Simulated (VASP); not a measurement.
Runs of VASP 6.6.1 on CuF. The structure is that of space group P6_3/mmc (No. 194), or close to it. The cells are those of the table. 

```tsv
level	cell	gap on the mesh (eV)	pressure (GPa)
PBE	a = 3.536, b = 3.536, c = 5.515 Å, angles 90.0, 90.0, 120.0°, 4 atoms	none	(a)
PBE	a = 3.605, b = 3.605, c = 5.623 Å, angles 90.0, 90.0, 120.0°, 4 atoms	none	-3.0
PBE	a = 3.464, b = 3.464, c = 5.403 Å, angles 90.0, 90.0, 120.0°, 4 atoms	none	4.6
r2SCAN	a = 3.509, b = 3.509, c = 5.083 Å, angles 90.0, 90.0, 120.0°, 4 atoms	none	0.2
r2SCAN	a = 3.437, b = 3.437, c = 4.979 Å, angles 90.0, 90.0, 120.0°, 4 atoms	none	(b)
```

Alike in all rows: task single point; potentials or basis VASP PAW PBE potentials, release 64 (Cu, F); no spin polarisation; k mesh 9 × 9 × 4; cutoff (eV) 520; smearing fermi-dirac 0.02 eV.

Question: Fill in the values left out.

Answer: (a) 0.1; (b) 6.0.

Caveats: semilocal functionals often make such compounds metallic where correlation or magnetic order opens a gap, which also shifts bond lengths; the PAW data sets were made with another functional, which shifts forces and pressure a little (some runs).

A gap of «none» marks levels without a gap at the run's occupations.
